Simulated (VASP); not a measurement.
Runs of VASP 6.6.1 on HfO2. The structure is that of space group Fm-3m (No. 225), or close to it. The cells are those of the table. 

| task | cell | gap on the mesh (eV) | pressure (GPa) |
| --- | --- | --- | --- |
| electric field gradients | a = 3.568 Å, angles 60.0°, 3 atoms | (b) | 4.1 |
| electric field gradients | a = 3.688 Å, angles 60.0°, 3 atoms | 3.66 | (a) |
| electric field gradients | a = 3.543 Å, angles 60.0°, 3 atoms | 4.01 | 10.0 |
| single point | a = 3.599, b = 3.599, c = 3.581 Å, angles 60.2, 60.2, 59.7°, 3 atoms | 3.82 | -1.2 |
| electric field gradients | a = 3.629 Å, angles 60.0°, 3 atoms | (c) | -8.2 |

Alike in all rows: level PBE; potentials or basis VASP PAW PBE potentials, release 64 (Hf_pv, O); no spin polarisation; k mesh 9 × 9 × 9; cutoff (eV) 520; smearing fermi-dirac 0.01 eV.

Problem. Estimate the missing entries.

Solution. (a) -17.6; (b) 3.95; (c) 3.81.

Caveats: spin-orbit coupling is left out, which moves the levels of the heavy elements.

A k mesh can miss the band edges, and the runs leave out spin-orbit coupling on Hf.
